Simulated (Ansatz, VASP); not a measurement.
**Sn: VASP beside Ansatz**

```
Sn
1.0
     3.24803    0.00000    0.00000
    -1.62402    2.81288    0.00000
     0.00000    0.00000   10.73113
Sn
4
Direct
  0.00000 0.00000 0.00000
  0.00000 0.00000 0.50000
  0.33333 0.66667 0.25000
  0.66667 0.33333 0.75000
```

Alike in both runs: task single point; functional PBE; k mesh 12 × 12 × 4; occupations fermi-dirac, width 0.1 eV; no spin polarisation.

|  | VASP | Ansatz |
| --- | --- | --- |
| version | VASP 6.6.1 | Ansatz 0.2.0 |
| potentials or method | VASP PAW PBE potentials, release 64 (Sn_d), cutoff 500 eV | plane waves (420 eV) with PAW, scalar-relativistic |
| valence electrons in the cell | 56 | 56 |

|  | VASP | Ansatz | Ansatz less VASP |
| --- | --- | --- | --- |
| pressure (GPa) | 8.3 | 8.3 | -0.01 |
| traceless stress, the component that is largest in VASP (GPa) | -0.33 | -0.33 | +0.002 |

The functional is the same, so the differences come from potentials, cutoffs and numerics.
